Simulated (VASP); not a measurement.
# Os (P6_3/mmc) in VASP: further runs

Runs on Os. Level: PBEsol. Tasks: single point.

Everything below comes from runs of VASP 6.6.1. Logs are shortened: lines on timing, memory, paths and dates and some standing lists are left out, and cuts for length are marked.

### Step 1. The cell of the first run

The structure is hexagonal, space group P6_3/mmc (No. 194). Conventional cell: a = 2.734 Å, b = 2.734 Å, c = 4.320 Å, α = 90.00°, β = 90.00°, γ = 120.00°. Os (site symmetry -6m2) has 12 Os at 2.68 to 2.73 Å within 3.5 Å.

### Step 2. Single point, PBEsol

Input file INCAR:

```
SYSTEM = Os
PREC = Accurate
ENCUT = 520
EDIFF = 1E-6
ISMEAR = 0
SIGMA = 0.01
LREAL = .False.
LASPH = .True.
NELM = 100
ALGO = Normal
ISIF = 2
LWAVE = .False.
LCHARG = .False.
GGA = PS
NBANDS = 15
```

Input file KPOINTS:

```
Automatic mesh
0
Gamma
  3 3 2
  0 0 0
```

Input file POSCAR:

```
Os
1.0
    2.7341000000      0.0000000000      0.0000000000
   -1.3670500000      2.3678000600      0.0000000000
    0.0000000000      0.0000000000      4.3197000000
Os
2
Direct
    0.3333333300      0.6666666700      0.2500000000
    0.6666666700      0.3333333300      0.7500000000
```

Potentials or basis: VASP PAW PBE potentials, release 64 (Os).

Command:

```
$ cat potpaw_PBE.64/Os/POTCAR > POTCAR
$ mpirun -np 1 vasp_std > vasp.out
```

OUTCAR:

```text
SYSTEM = Os
   PREC = Accurate
   ENCUT = 520
   EDIFF = 1E-6
   ISMEAR = 0
   LREAL = .False.
   LASPH = .True.
   NELM = 100
   ISIF = 2
   GGA = PS

 ion  position               nearest neighbor table
   1  0.333  0.667  0.250-   2 2.68   2 2.68   2 2.68   2 2.68   2 2.68   2 2.68
   2  0.667  0.333  0.750-   1 2.68   1 2.68   1 2.68   1 2.68   1 2.68   1 2.68

  LATTYP: Found a hexagonal cell.
 ALAT       =     2.7341000000
 C/A-ratio  =     1.5799348963

  Lattice vectors:

 A1 = (   2.7341000000,   0.0000000000,   0.0000000000)
 A2 = (  -1.3670500000,   2.3678000600,   0.0000000000)
 A3 = (   0.0000000000,   0.0000000000,   4.3197000000)

Analysis of symmetry for initial positions (statically):
=====================================================================
 Subroutine PRICEL returns:
 Original cell was already a primitive cell.

 Routine SETGRP: Setting up the symmetry group for a
 hexagonal supercell.

 Subroutine GETGRP returns: Found 24 space group operations
 (whereof 12 operations were pure point group operations)
 out of a pool of 24 trial point group operations.

The static configuration has the point symmetry D_3d.
 The point group associated with its full space group is D_6h.

Analysis of symmetry for dynamics (positions and initial velocities):
=====================================================================
 Subroutine PRICEL returns:
 Original cell was already a primitive cell.

 Routine SETGRP: Setting up the symmetry group for a
 hexagonal supercell.

 Subroutine GETGRP returns: Found 24 space group operations
 (whereof 12 operations were pure point group operations)
 out of a pool of 24 trial point group operations.

The dynamic configuration has the point symmetry D_3d.
 The point group associated with its full space group is D_6h.

 Subroutine INISYM returns: Found 24 space group operations
 (whereof 12 operations are pure point group operations),
 and found     1 'primitive' translations

----------------------------------------------------------------------------------------

                                     Primitive cell

  volume of cell :      27.9649

  direct lattice vectors                    reciprocal lattice vectors
     2.734100000  0.000000000  0.000000000     0.365751070  0.211166478  0.000000000
    -1.367050000  2.367800060  0.000000000     0.000000000  0.422332957  0.000000000
     0.000000000  0.000000000  4.319700000     0.000000000  0.000000000  0.231497558

  length of vectors
     2.734100000  2.734100003  4.319700000     0.422332957  0.422332957  0.231497558

  position of ions in fractional coordinates (direct lattice)
     0.333333330  0.666666670  0.250000000
     0.666666670  0.333333330  0.750000000

  ion indices of the primitive-cell ions
   primitive index   ion index
                 1           1
                 2           2

----------------------------------------------------------------------------------------

 KPOINTS: Automatic mesh

Automatic generation of k-mesh.
 Grid dimensions read from file:
 generate k-points for:    3    3    2

 Generating k-lattice:

  Cartesian coordinates                     Fractional coordinates (reciprocal lattice)
     0.121917023  0.070388826  0.000000000     0.333333333  0.000000000  0.000000000
     0.000000000  0.140777652  0.000000000     0.000000000  0.333333333  0.000000000
     0.000000000  0.000000000  0.115748779     0.000000000  0.000000000  0.500000000

  Length of vectors
     0.140777652  0.140777652  0.115748779

  Shift w.r.t. Gamma in fractional coordinates (k-lattice)
     0.000000000  0.000000000  0.000000000

 Subroutine IBZKPT returns following result:
 ===========================================

 Found      6 irreducible k-points:

 Following reciprocal coordinates:
            Coordinates               Weight
  0.000000  0.000000  0.000000      1.000000
  0.333333 -0.000000  0.000000      6.000000
  0.333333  0.333333  0.000000      2.000000
  0.000000  0.000000  0.500000      1.000000
  0.333333 -0.000000  0.500000      6.000000
  0.333333  0.333333  0.500000      2.000000
   k-points           NKPTS =      6   k-points in BZ     NKDIM =      6   number of bands    NBANDS=     15
   number of dos      NEDOS =    301   number of ions     NIONS =      2
   total plane-waves  NPLWV =  12800
   dimension x,y,z NGX =    20 NGY =   20 NGZ =   32
   dimension x,y,z NGXF=    40 NGYF=   40 NGZF=   64
   ions per type =               2
   NGX,Y,Z   is equivalent  to a cutoff of  12.16, 12.16, 12.32 a.u.
   NGXF,Y,Z  is equivalent  to a cutoff of  24.32, 24.32, 24.63 a.u.
 SYSTEM =  Os
   PREC   = accura    normal or accurate (medium, high low for compatibility)
   ISTART =      0    job   : 0-new  1-cont  2-samecut
   ICHARG =      2    charge: 1-file 2-atom 10-const
   ISPIN  =      1    spin polarized calculation?
   LNONCOLLINEAR =      F non collinear calculations
   LSORBIT =      F    spin-orbit coupling
   LASPH  =      T    aspherical Exc in radial PAW
   ENCUT  =  520.0 eV  38.22 Ry    6.18 a.u.   5.08  5.08  8.03*2*pi/ulx,y,z
   NELM   =    100;   NELMIN=  2; NELMDL= -5     # of ELM steps
   EDIFF  = 0.1E-05   stopping-criterion for ELM
   LREAL  =      F    real-space projection
   EDIFFG = 0.1E-04   stopping-criterion for IOM
   NSW    =      0    number of steps for IOM
   IBRION =     -1    ionic relax: 0-MD 1-quasi-New 2-CG
   NFREE  =      0    steps in history (QN), initial steepest desc. (CG)
   ISIF   =      2    stress and relaxation
   ISYM   =      2    0-nonsym 1-usesym 2-fastsym
   POTIM  = 0.5000    time-step for ionic-motion
   TEBEG  =    0.0;   TEEND  =   0.0 temperature during run
   PSTRESS=    0.0 pullay stress
   NELECT =      16.0000    total number of electrons
   NUPDOWN=      -1.0000    fix difference up-down
   EMIN   =  10.00;   EMAX   =-10.00  energy-range for DOS
   EFERMI =   0.00;   METHOD = LEGACY
   ISMEAR =     0;   SIGMA  =   0.01  broadening in eV -4-tet -1-fermi 0-gaus
   EFERMI_NEDOS =   21; number of points for ismear=-14 and -15
   IALGO  =     38    algorithm
   IMIX   =      4    mixing-type and parameters
     AMIX     =   0.40;   BMIX     =  1.00
     AMIX_MAG =   1.60;   BMIX_MAG =  1.00
  volume/ion in A,a.u.               =      13.98        94.36
  Fermi-wavevector in a.u.,A,eV,Ry     =   1.359076  2.568282 25.131161  1.847088
  Thomas-Fermi vector in A             =   2.485855
   LORBIT       =      0    0 simple, 1 ext, 2 COOP (PROOUT), +10 PAW based schemes
   GGA     = PS    functional components
   LHFCALC =     F    Hartree Fock is set to
   AEXX    =    0.0000 exact exchange contribution
   IVDW    =     0    specifies the selected vdW correction
   LEPSILON=     F    determine dielectric tensor
   LRPA    =     F    only Hartree local field effects (RPA)
 non-spin polarized calculation
 Gauss-broadening in eV      SIGMA  =   0.01
  energy-cutoff  :      520.00
  volume of cell :       27.96
 maximum number of plane-waves:       768
   NGX = 11   NGY = 11   NGZ = 17

 number of electron      15.9999999 magnetization

 Free energy of the ion-electron system (eV)
  ---------------------------------------------------
  ext. energy  EPLUGINS =         0.00000000
  ---------------------------------------------------
  free energy    TOTEN  =       -23.49198835 eV

  energy without entropy =      -23.49198835  energy(sigma->0) =      -23.49198835

 E-fermi :   9.7562     XC(G=0): -14.1635

 val. band max:        9.7106603075   @ k =   0.3333  -0.0000   0.0000
 cond. band min:       9.9215511574   @ k =   0.3333  -0.0000   0.0000
 fundamental gap:      0.2108908499
 Fermi energy:         9.7561897694

 k-point     1 :       0.0000    0.0000    0.0000
  band No.  band energies     occupation
      1      -1.6771      2.00000
      2       1.4639      2.00000
      3       6.2678      2.00000
      4       6.2678      2.00000
      5       6.4402      2.00000
      6       7.1130      2.00000
      7       7.1130      2.00000
      8       7.7166      2.00000
      9       7.7166      2.00000
     10       9.3054      2.00000
     11      10.9789      0.00000
     12      10.9789      0.00000
     13      18.3231      0.00000
     14      23.3691      0.00000
     15      26.0675      0.00000

 k-point     2 :       0.3333   -0.0000    0.0000
  band No.  band energies     occupation
      1       1.5172      2.00000
      2       2.5749      2.00000
      3       3.6742      2.00000
      4       5.3227      2.00000
      5       6.1091      2.00000
      6       6.6144      2.00000
      7       6.9955      2.00000
      8       9.7107      2.00000
      9       9.9216      0.00000
     10      10.2583      0.00000
     11      11.8753      0.00000
     12      17.6853      0.00000
     13      18.8991      0.00000
     14      20.3385      0.00000
     15      23.7550      0.00000

 k-point     3 :       0.3333    0.3333    0.0000
  band No.  band energies     occupation
      1       2.7477      2.00000
      2       3.8662      2.00000
      3       3.8662      2.00000
      4       4.6994      2.00000
      5       5.8393      2.00000
      6       5.8393      2.00000
      7       8.0013      2.00000
      8      10.7650      0.00000
      9      10.7650      0.00000
     10      11.3568      0.00000
     11      14.6729      0.00000
     12      14.6729      0.00000
     13      16.4184      0.00000
     14      23.3404      0.00000
     15      24.3763      0.00000

 k-point     4 :       0.0000    0.0000    0.5000
  band No.  band energies     occupation
      1       0.7586      2.00000
      2       0.7586      2.00000
      3       5.6671      2.00000
      4       5.6671      2.00000
      5       6.0636      2.00000
      6       6.0636      2.00000
      7       6.0636      2.00000
      8       6.0636      2.00000
      9      10.1916      0.00000
     10      10.1916      0.00000
     11      10.1916      0.00000
     12      10.1916      0.00000
     13      23.0717      0.00000
     14      23.0717      0.00000
     15      26.9658      0.00000

 k-point     5 :       0.3333   -0.0000    0.5000
  band No.  band energies     occupation
      1       2.1239      2.00000
      2       2.1239      2.00000
      3       4.2650      2.00000
      4       4.2650      2.00000
      5       7.1369      2.00000
      6       7.1369      2.00000
      7       7.9066      2.00000
      8       7.9066      2.00000
      9      10.6573      0.00000
     10      10.6573      0.00000
     11      11.5238      0.00000
     12      11.5238      0.00000
     13      21.9936      0.00000
     14      21.9936      0.00000
     15      25.9962      0.00000

 k-point     6 :       0.3333    0.3333    0.5000
  band No.  band energies     occupation
      1       3.4141      2.00000
      2       3.4141      2.00000
      3       4.3457      2.00000
      4       4.3457      2.00000
      5       5.8685      2.00000
      6       5.8685      2.00000
      7       7.9565      2.00000
      8       7.9565      2.00000
      9      10.8921      0.00000
     10      10.8921      0.00000
     11      17.6606      0.00000
     12      17.6606      0.00000
     13      18.6983      0.00000
     14      18.6983      0.00000
     15      20.7126      0.00000

------------------------ aborting loop because EDIFF is reached ----------------------------------------

  FORCE on cell =-STRESS in cart. coord.  units (eV):
  Direction    XX          YY          ZZ          XY          YZ          ZX
  --------------------------------------------------------------------------------------
  -------------------------------------------------------------------------------------
  Total        4.7402422      4.7402422     -5.7488339      0.0000000     -0.0000000      0.0000000
  in kB      271.5801998    271.5802006   -329.3649130      0.0000000     -0.0000000      0.0000000
  external PRESSURE =      71.2651625 kB  Pullay stress =       0.0000000 kB

 VOLUME and BASIS-vectors are now :
 -----------------------------------------------------------------------------
  energy-cutoff  :      520.00
  volume of cell :       27.96
      direct lattice vectors                 reciprocal lattice vectors
     2.734100000  0.000000000  0.000000000     0.365751070  0.211166478  0.000000000
    -1.367050000  2.367800060  0.000000000     0.000000000  0.422332957  0.000000000
     0.000000000  0.000000000  4.319700000     0.000000000  0.000000000  0.231497558

 POSITION                                       TOTAL-FORCE (eV/Angst)
 -----------------------------------------------------------------------------------
     -0.00000      1.57853      1.07993        -0.000000      0.000000      0.000000
      1.36705      0.78927      3.23977         0.000000     -0.000000      0.000000
 -----------------------------------------------------------------------------------
    total drift:                               -0.000000      0.000000     -0.000000

  FREE ENERGIE OF THE ION-ELECTRON SYSTEM (eV)
  ---------------------------------------------------
  free  energy   TOTEN  =       -23.4919883472 eV

  energy  without entropy=      -23.4919883472  energy(sigma->0) =      -23.49198835
```

Run time: 10 s. Hardware: 1 thread of Intel Xeon 8259CL, shared host; peak memory 0.13 GiB.

What came out:

```
Free energy            : -23.4920 eV
Pressure               : 7.1 GPa
Band gap on the k mesh : zero (band 8 reaches 10.77 eV, above the bottom of band 9 at 7.72 eV)
```

Caveat: the k points lie up to 0.88 Å⁻¹ apart; the PAW data sets were made with another functional, which shifts forces and pressure a little; spin-orbit coupling is left out, which moves the levels of the heavy elements.

### Step 3. Single point, PBEsol

Input file INCAR:

```
PREC = Accurate
ENCUT = 520
EDIFF = 1E-6
ISMEAR = 0
SIGMA = 0.01
LREAL = False
LASPH = True
NELM = 60
ALGO = Normal
ISIF = 2
LWAVE = False
LCHARG = True
GGA = PS
LELF = True
LVHAR = True
NBANDS = 15
```

Input file KPOINTS:

```
regular mesh
0
Gamma
  4 4 3
```

POSCAR is that of step 2.

Potentials or basis: VASP PAW PBE potentials, release 64 (Os).

Command:

```
$ cat potpaw_PBE.64/Os/POTCAR > POTCAR
$ mpirun -np 1 vasp_std > vasp.out
```

It took 10 s on 1 thread of Intel Xeon 8259CL, shared host; peak memory 0.13 GiB.

It converged, with:

```
Free energy            : -24.4037 eV
Pressure               : -2.3 GPa
Band gap on the k mesh : zero (band 8 reaches 11.47 eV, above the bottom of band 9 at 7.76 eV)
```

Stress tensor (GPa, compression positive):
```
-0.74  0.00  0.00
 0.00 -0.74  0.00
 0.00  0.00 -5.56
```

Levels at points of the mesh, in eV from the Fermi level:
```
           k point  band 5  band 6  band 7  band 8  band 9  band 10  band 11  band 12
(0.00, 0.00, 0.00)   -2.90   -2.21   -2.21   -1.64   -1.64    -0.13     1.63     1.63
(0.50, 0.00, 0.00)   -3.04   -2.67   -1.96    2.07    2.64     2.68     4.39     5.68
```

Caveat: the k points lie up to 0.66 Å⁻¹ apart; the PAW data sets were made with another functional, which shifts forces and pressure a little; spin-orbit coupling is left out, which moves the levels of the heavy elements.

### Step 4. Single point, PBEsol

Input file INCAR:

```
SYSTEM = Os
PREC = Accurate
ENCUT = 520
EDIFF = 1E-6
ISMEAR = 0
SIGMA = 0.01
LREAL = .False.
LASPH = .True.
NELM = 60
ALGO = Normal
ISIF = 2
LWAVE = .False.
LCHARG = .True.
GGA = PS
LELF = .True.
LVHAR = .True.
NBANDS = 15
```

Input file KPOINTS:

```
regular mesh
0
Gamma
  6 6 3
  0 0 0
```

POSCAR is that of step 3.

Command:

```
$ cat potpaw_PBE.64/Os/POTCAR > POTCAR
$ mpirun -np 1 vasp_std > vasp.out
```

Wall time 16 s (1 thread of Intel Xeon 8259CL, shared host); peak memory 0.13 GiB.

Results (log left out):

| Property | Result |
| --- | --- |
| Free energy | -24.3472 eV |
| Pressure | -1.4 GPa |
| Band gap on the k mesh | zero (band 8 reaches 11.39 eV, above the bottom of band 9 at 7.77 eV) |

Stress tensor (GPa, compression positive):
```
 0.83  0.00  0.00
 0.00  0.83  0.00
 0.00  0.00 -5.91
```

Levels at points of the mesh, in eV from the Fermi level:
| k point | band 6 | band 7 | band 8 | band 9 | band 10 | band 11 |
| --- | --- | --- | --- | --- | --- | --- |
| (0.00, 0.00, 0.00) | -2.19 | -2.19 | -1.52 | -1.52 | 0.01 | 1.74 |
| (0.50, 0.00, 0.00) | -2.55 | -1.87 | 2.09 | 2.65 | 2.79 | 4.45 |

Caveat: the k points lie up to 0.48 Å⁻¹ apart; the PAW data sets were made with another functional, which shifts forces and pressure a little; spin-orbit coupling is left out, which moves the levels of the heavy elements.

(Part 1 of 2 ends here.)
